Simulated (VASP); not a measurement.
# Tl (P-1) in VASP: further runs

Tl is run at these levels: PBEsol; tasks: relaxation of cell and atoms.

Program: VASP 6.6.1. These are calculated values, not measurements. Logs are shortened: lines on timing, memory, paths and dates and some standing lists are left out, and cuts for length are marked.

### 1 The cell of the first run

The typed cell holds 2 atoms: a = 3.456 Å, b = 3.456 Å, c = 5.525 Å, α = 90.00°, β = 90.00°, γ = 120.00°.

### 2 Relaxation of cell and atoms, PBEsol

Input file INCAR:

```
SYSTEM = Tl
  PREC = Accurate
  ENCUT = 600
  EDIFF = 1E-6
  ISMEAR = -1
  SIGMA = 0.05
  LREAL = .FALSE.
  LASPH = .TRUE.
  NELM = 100
  ALGO = Normal
  ISIF = 3
  LWAVE = .FALSE.
  LCHARG = .FALSE.
  GGA = PS
  IBRION = 2
  NSW = 100
  EDIFFG = -0.01
```

Input file KPOINTS:

```
regular mesh
0
G
  7 7 4
  0 0 0
```

Input file POSCAR:

```
Tl
1.0
    3.4560000000      0.0000000000      0.0000000000
   -1.7280000000      2.9929837955      0.0000000000
    0.0000000000      0.0000000000      5.5250000000
Tl
2
Direct
    0.3513982333      0.7467358067      0.2337848200
    0.6997574067      0.2654217733      0.8133885700
```

Potentials or basis: VASP PAW PBE potentials, release 64 (Tl_d).

Started as:

```
$ cat potpaw_PBE.64/Tl_d/POTCAR > POTCAR
$ mpirun -np 1 vasp_std > vasp.out
```

OUTCAR:

```text
SYSTEM = Tl
   PREC = Accurate
   ENCUT = 600
   EDIFF = 1E-6
   ISMEAR = -1
   LREAL = .FALSE.
   LASPH = .TRUE.
   NELM = 100
   ISIF = 3
   GGA = PS
   IBRION = 2
   NSW = 100
   EDIFFG = -0.01

 ion  position               nearest neighbor table
   1  0.351  0.747  0.234-   2 2.81   2 3.08   2 3.41   2 3.57   2 3.79   2 4.06
   2  0.700  0.265  0.813-   1 2.81   1 3.08   1 3.41   1 3.57   1 3.79   1 4.06

  LATTYP: Found a hexagonal cell.
 ALAT       =     3.4560000000
 C/A-ratio  =     1.5986689815

  Lattice vectors:

 A1 = (   3.4560000000,   0.0000000000,   0.0000000000)
 A2 = (  -1.7280000000,   2.9929837955,   0.0000000000)
 A3 = (   0.0000000000,   0.0000000000,   5.5250000000)

Analysis of symmetry for initial positions (statically):
=====================================================================
 Subroutine PRICEL returns:
 Original cell was already a primitive cell.

 Routine SETGRP: Setting up the symmetry group for a
 hexagonal supercell.

 Subroutine GETGRP returns: Found  2 space group operations
 (whereof  1 operations were pure point group operations)
 out of a pool of 24 trial point group operations.

The static configuration has the point symmetry C_1 .
 The point group associated with its full space group is S_2 .

Analysis of symmetry for dynamics (positions and initial velocities):
=====================================================================
 Subroutine PRICEL returns:
 Original cell was already a primitive cell.

 Routine SETGRP: Setting up the symmetry group for a
 hexagonal supercell.

 Subroutine GETGRP returns: Found  2 space group operations
 (whereof  1 operations were pure point group operations)
 out of a pool of 24 trial point group operations.

The dynamic configuration has the point symmetry C_1 .
 The point group associated with its full space group is S_2 .

 Subroutine INISYM returns: Found  2 space group operations
 (whereof  1 operations are pure point group operations),
 and found     1 'primitive' translations

----------------------------------------------------------------------------------------

                                     Primitive cell

  volume of cell :      57.1492

  direct lattice vectors                    reciprocal lattice vectors
     3.456000000  0.000000000  0.000000000     0.289351852  0.167057370  0.000000000
    -1.728000000  2.992983795  0.000000000     0.000000000  0.334114739  0.000000000
     0.000000000  0.000000000  5.525000000     0.000000000  0.000000000  0.180995475

  length of vectors
     3.456000000  3.456000000  5.525000000     0.334114739  0.334114739  0.180995475

[... 101 lines left out ...]
  volume/ion in A,a.u.               =      28.57       192.83
  Fermi-wavevector in a.u.,A,eV,Ry     =   1.259107  2.379366 21.569987  1.585349
  Thomas-Fermi vector in A             =   2.392683
   LORBIT       =      0    0 simple, 1 ext, 2 COOP (PROOUT), +10 PAW based schemes
   GGA     = PS    functional components
   LHFCALC =     F    Hartree Fock is set to
   AEXX    =    0.0000 exact exchange contribution
   IVDW    =     0    specifies the selected vdW correction
   LEPSILON=     F    determine dielectric tensor
   LRPA    =     F    only Hartree local field effects (RPA)
 conjugate gradient relaxation of ions
 non-spin polarized calculation
  energy-cutoff  :      600.00
  volume of cell :       57.15
 maximum number of plane-waves:      1918
   NGX = 13   NGY = 13   NGZ = 23

--------------------------------------- Ionic step        1  -------------------------------------------

 number of electron      26.0000001 magnetization

 Free energy of the ion-electron system (eV)
  ---------------------------------------------------
  ext. energy  EPLUGINS =         0.00000000
  ---------------------------------------------------
  free energy    TOTEN  =        -4.88128116 eV

  energy without entropy =       -4.87207323  energy(sigma->0) =       -4.87667720

------------------------ aborting loop because EDIFF is reached ----------------------------------------

  FORCE on cell =-STRESS in cart. coord.  units (eV):
  Direction    XX          YY          ZZ          XY          YZ          ZX
  --------------------------------------------------------------------------------------
  -------------------------------------------------------------------------------------
  Total        0.1772494      1.5400649      2.2799210      0.5327442     -0.8943147      0.0001292
  in kB        4.9691833     43.1756844     63.9175325     14.9354720    -25.0720922      0.0036229
  external PRESSURE =      37.3541334 kB  Pullay stress =       0.0000000 kB
[... 59 lines left out ...]
--------------------------------------- Ionic step        3  -------------------------------------------

 number of electron      26.0000002 magnetization

 E-fermi :   5.3438     XC(G=0):  -9.8499

 val. band max:        5.3261686510   @ k =   0.0000   0.4286   0.2500
 cond. band min:       5.3771820700   @ k =   0.0000   0.2857   0.2500
 fundamental gap:      0.0510134191
 Fermi energy:         5.3437752538

 k-point     1 :       0.0000    0.0000    0.0000
  band No.  band energies     occupation
      1      -6.2467      2.00000
      2      -6.1817      2.00000
      3      -6.1114      2.00000
      4      -6.1061      2.00000
      5      -5.9821      2.00000
      6      -5.9706      2.00000
[... 500 lines left out ...]
  FREE ENERGIE OF THE ION-ELECTRON SYSTEM (eV)
  ---------------------------------------------------
  free  energy   TOTEN  =        -5.0942533510 eV

  energy  without entropy=       -5.0869198400  energy(sigma->0) =       -5.09058660

[... ionic steps 4 to 39 ...]

--------------------------------------- Ionic step       40  -------------------------------------------

 number of electron      25.9999998 magnetization

------------------------ aborting loop because EDIFF is reached ----------------------------------------
[... 67 lines left out ...]
--------------------------------------- Ionic step       42  -------------------------------------------

 number of electron      25.9999998 magnetization

 Free energy of the ion-electron system (eV)
  ---------------------------------------------------
  ext. energy  EPLUGINS =         0.00000000
  ---------------------------------------------------
  free energy    TOTEN  =        -5.22177591 eV

  energy without entropy =       -5.21830156  energy(sigma->0) =       -5.22003873

 E-fermi :   6.3083     XC(G=0): -10.3545

 val. band max:        6.2483478125   @ k =   0.4286   0.4286   0.2500
 cond. band min:       6.4414296116   @ k =  -0.4286   0.2857   0.5000
 fundamental gap:      0.1930817991
 Fermi energy:         6.3082846571

 k-point     1 :       0.0000    0.0000    0.0000
  band No.  band energies     occupation
      1      -5.3890      2.00000
      2      -5.2630      2.00000
      3      -5.1868      2.00000
      4      -5.1222      2.00000
      5      -5.0708      2.00000
      6      -5.0579      2.00000
[... 500 lines left out ...]
  FREE ENERGIE OF THE ION-ELECTRON SYSTEM (eV)
  ---------------------------------------------------
  free  energy   TOTEN  =        -5.2217759106 eV

  energy  without entropy=       -5.2183015570  energy(sigma->0) =       -5.22003873

 reached required accuracy - stopping structural energy minimisation
```

CONTCAR:

```text
Tl
   1.00000000000000
     3.4215435771988445    0.0534044873382963   -0.0839534478929893
    -1.6575311279159801    2.9936267889977128   -0.0895840704574986
    -0.1446794308594474   -0.2443430414384415    5.5612850827325309
  Tl
     2
Direct
     0.3468197047192074    0.6844532945661459    0.2736491569470194
     0.7043359352807975    0.3277042854338537    0.7735242330529786

  0.00000000E+00  0.00000000E+00  0.00000000E+00
  0.00000000E+00  0.00000000E+00  0.00000000E+00
```

Run time: 15 min. Hardware: 1 thread of Intel Xeon 6975P-C (Granite Rapids), shared host; peak memory 0.29 GiB.

What came out:

| Property | Result |
| --- | --- |
| Free energy | -5.2218 eV |
| Relaxed volume | 28.66 Å³/atom |
| Relaxed cell | a = 3.423 Å, b = 3.423 Å, c = 5.569 Å, α = 92.98°, β = 92.93°, γ = 118.02° |
| Space group after relaxing (to 0.05 Å) | C2/c (No. 15) |
| Energy gained by relaxing | 170.2 meV/atom |
| Ionic steps | 42 |
| Pressure after relaxing | 0.0 GPa |
| Largest force after relaxing | 0.003 eV/Å |
| Band gap on the k mesh | zero (band 13 reaches 9.87 eV, above the bottom of band 14 at 4.55 eV) |

Forces in eV/Å, atoms in the order of the input:
```
Tl   0.003 -0.001 -0.001
Tl  -0.003  0.001  0.001
```

The path:
```tsv
step	energy change (eV)	largest force (eV/Å)	pressure (GPa)	volume (Å³)
1	0.0000	1.5755	3.74	57.15
3	-0.2130	0.3799	-1.89	63.23
5	-0.2957	0.2883	0.99	56.49
7	-0.3190	0.0623	0.25	57.23
9	-0.3212	0.0599	-0.11	57.76
11	-0.3233	0.0609	-0.11	57.69
13	-0.3254	0.0717	0.21	57.21
15	-0.3251	0.0950	0.33	57.14
17	-0.3313	0.0693	-0.01	57.53
19	-0.3348	0.0490	-0.09	57.57
21	-0.3363	0.0353	0.01	57.38
23	-0.3363	0.0344	-0.30	57.86
25	-0.3371	0.0338	-0.14	57.57
27	-0.3382	0.0392	0.03	57.29
29	-0.3389	0.0319	0.08	57.27
31	-0.3391	0.0264	-0.12	57.51
33	-0.3397	0.0281	-0.01	57.31
35	-0.3402	0.0129	0.16	57.02
37	-0.3404	0.0055	0.00	57.33
39	-0.3404	0.0062	0.02	57.22
41	-0.3405	0.0044	-0.02	57.29
42	-0.3405	0.0034	-0.03	57.31
```

Final structure:
```cif
data_structure
_symmetry_space_group_name_H-M 'P 1'
_symmetry_Int_Tables_number 1
_cell_length_a 3.4230
_cell_length_b 3.4230
_cell_length_c 5.5685
_cell_angle_alpha 92.977
_cell_angle_beta 92.932
_cell_angle_gamma 118.017
_cell_volume 57.31
loop_
_atom_site_label
_atom_site_type_symbol
_atom_site_fract_x
_atom_site_fract_y
_atom_site_fract_z
_atom_site_occupancy
Tl1 Tl 0.34682 0.68445 0.27365 1
Tl2 Tl 0.70434 0.32770 0.77352 1
```

Caveat: the PAW data sets were made with another functional, which shifts forces and pressure a little; spin-orbit coupling is left out, which moves the levels of the heavy elements.

### 3 Relaxation of cell and atoms, PBEsol

Input file INCAR:

```
ALGO = Normal
EDIFF = 1E-7
EDIFFG = -0.01
ENCUT = 600
GGA = PS
IBRION = 2
ISIF = 3
ISMEAR = -1
LASPH = T
LCHARG = F
LREAL = F
LWAVE = F
NELM = 100
NSW = 100
PREC = Accurate
SIGMA = 0.05
```

Input file KPOINTS:

```
k-points
0
Gamma
  7 7 4
```

POSCAR is that of step 2.

Potentials or basis: VASP PAW PBE potentials, release 64 (Tl_d).

Started as:

```
$ cat potpaw_PBE.64/Tl_d/POTCAR > POTCAR
$ mpirun -np 1 vasp_std > vasp.out
```

It took 16 min on 1 thread of Intel Xeon 6975P-C (Granite Rapids), shared host; peak memory 0.28 GiB.

It converged, with:

```
Free energy                            : -5.2218 eV
Relaxed volume                         : 28.61 Å³/atom
Relaxed cell                           : a = 3.422 Å, b = 3.422 Å, c = 5.566 Å, α = 93.03°, β = 92.94°, γ = 118.06°
Space group after relaxing (to 0.05 Å) : C2/c (No. 15)
Energy gained by relaxing              : 170.3 meV/atom
Ionic steps                            : 46
Pressure after relaxing                : 0.0 GPa
Largest force after relaxing           : 0.003 eV/Å
Band gap on the k mesh                 : zero (band 13 reaches 9.89 eV, above the bottom of band 14 at 4.57 eV)
```

Forces in eV/Å, atoms in the order of the input:
```
Tl   0.001  0.000  0.003
Tl  -0.001  0.000 -0.003
```

The path:
| step | energy change (eV) | largest force (eV/Å) | pressure (GPa) | volume (Å³) |
| --- | --- | --- | --- | --- |
| 1 | 0.0000 | 1.5755 | 3.74 | 57.15 |
| 3 | -0.2128 | 0.3794 | -1.89 | 63.24 |
| 5 | -0.2953 | 0.2946 | 0.74 | 56.86 |
| 7 | -0.3148 | 0.1101 | 0.66 | 56.63 |
| 9 | -0.3206 | 0.0566 | -0.21 | 57.91 |
| 11 | -0.3222 | 0.0579 | -0.13 | 57.76 |
| 13 | -0.3239 | 0.0651 | 0.07 | 57.44 |
| 15 | -0.3292 | 0.0745 | 0.05 | 57.42 |
| 17 | -0.3295 | 0.0758 | 0.08 | 57.40 |
| 19 | -0.3330 | 0.0579 | -0.14 | 57.74 |
| 21 | -0.3349 | 0.0388 | 0.02 | 57.44 |
| 23 | -0.3356 | 0.0284 | -0.04 | 57.48 |
| 25 | -0.3359 | 0.0273 | -0.20 | 57.70 |
| 27 | -0.3370 | 0.0404 | -0.28 | 57.79 |
| 29 | -0.3380 | 0.0464 | -0.04 | 57.39 |
| 31 | -0.3386 | 0.0442 | 0.02 | 57.29 |
| 33 | -0.3393 | 0.0334 | 0.06 | 57.24 |
| 35 | -0.3396 | 0.0202 | -0.10 | 57.47 |
| 37 | -0.3398 | 0.0199 | 0.01 | 57.29 |
| 39 | -0.3399 | 0.0207 | 0.05 | 57.23 |
| 41 | -0.3402 | 0.0168 | 0.01 | 57.28 |
| 43 | -0.3403 | 0.0152 | -0.03 | 57.31 |
| 45 | -0.3405 | 0.0014 | 0.04 | 57.20 |
| 46 | -0.3405 | 0.0031 | 0.03 | 57.22 |

Final structure:
```
Tl
1.0
     3.42086    0.05240   -0.08391
    -1.65838    2.99158   -0.09127
    -0.14554   -0.24771    5.55840
Tl
2
Direct
  0.34771 0.68377 0.27347
  0.70345 0.32839 0.77370
```

Levels at points of the mesh, in eV from the Fermi level:
```csv
k point,band 9,band 10,band 11,band 12,band 13,band 14,band 15,band 16,band 17
"(0.00, 0.00, 0.00)",-11.03,-10.97,-10.01,-5.08,-2.84,7.71,8.43,9.95,10.08
"(0.00, 0.00, 0.50)",-11.03,-11.03,-8.59,-8.58,3.35,3.36,8.37,8.37,9.62
```

Caveat: the PAW data sets were made with another functional, which shifts forces and pressure a little; spin-orbit coupling is left out, which moves the levels of the heavy elements.
